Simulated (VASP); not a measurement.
Set up this calculation in VASP 6.6.1, as the native input.

```yaml
Task: single point
Functional: PBEsol
Potentials_or_basis: VASP PAW PBE potentials, release 64 (Ba_sv)
Cutoff: 520 eV
k_mesh: 11 × 11 × 11
Occupations: fermi-dirac, width 0.08 eV
Spin: no spin polarisation
Dipole_correction: no
Further_INCAR_settings: ALGO = Normal; EDIFF = 1e-06; NBANDS = 11
```

The structure of Ba lies in POSCAR:

```
Ba
1.0
   -2.4387096779      2.4387096779      2.4387096779
    2.4387096779     -2.4387096779      2.4387096779
    2.4387096779      2.4387096779     -2.4387096779
Ba
1
Direct
    0.0000000000      0.0000000000      0.0000000000
```

One way to write it, as run:

INCAR

```
PREC = Accurate ; ENCUT = 520
EDIFF = 1E-6 ; ISMEAR = -1
SIGMA = 0.08 ; LREAL = F
LASPH = T ; NELM = 100
ALGO = Normal ; ISIF = 2
LWAVE = F ; LCHARG = F
GGA = PS ; NBANDS = 11
```

KPOINTS

```
Automatic mesh
0
Gamma
  11 11 11
```

Potentials or basis: VASP PAW PBE potentials, release 64 (Ba_sv).

The run is started by

```sh
$ cat potpaw_PBE.64/Ba_sv/POTCAR > POTCAR
$ mpirun -np 1 vasp_std > vasp.out
```

Results of the run:

```json
{"Pressure": "0.1 GPa", "Band gap on the k mesh": "zero (bands 5 and 6 overlap by 1.00 eV)"}
```

Caveat: the PAW data sets were made with another functional, which shifts forces and pressure a little; spin-orbit coupling is left out, which moves the levels of the heavy elements.

Run time: 37 s on 1 thread of Intel Xeon 8259CL (shared host), peak memory 0.19 GiB.
